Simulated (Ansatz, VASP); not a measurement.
One calculation of P, two programs

```
CELL_PARAMETERS angstrom
3.18522 0.00000 0.00000
0.00000 33.81132 0.00000
0.00000 0.00000 4.70157
ATOMIC_POSITIONS crystal
P 0.00000 0.97026 0.59215
P 0.00000 0.02974 0.40785
P 0.50000 0.02974 0.09215
P 0.50000 0.97026 0.90785
```

Change from the starting cell: strain -0.030 along x and y, +0.015 along z, atoms carried along.

Alike in both runs: task single point; functional r2SCAN; k mesh 8 × 1 × 6; occupations gaussian, width 0.05 eV; no spin polarisation.

```csv
,VASP,Ansatz
version,VASP 6.6.1,Ansatz 0.2.0
potentials or method,"VASP PAW PBE potentials, release 64 (P), cutoff 520 eV","scalar-relativistic, plane waves, PAW"
valence electrons in the cell,20,20
```

Ansatz gave:

- gap on the k mesh at the Fermi level (eV): 1.32
- least direct gap on the mesh (eV): 1.33
- rms of the force components (eV/Å): 0.361

What did VASP give for the same quantities?

gap on the k mesh at the Fermi level (eV): 1.35; least direct gap on the mesh (eV): 1.36; rms of the force components (eV/Å): 0.334.

VASP's potentials were made for PBE, not for r2SCAN. Atom by atom the forces differ by 0.065 eV/Å (rms over components). Ansatz's warnings: xc potential rough in thin density.
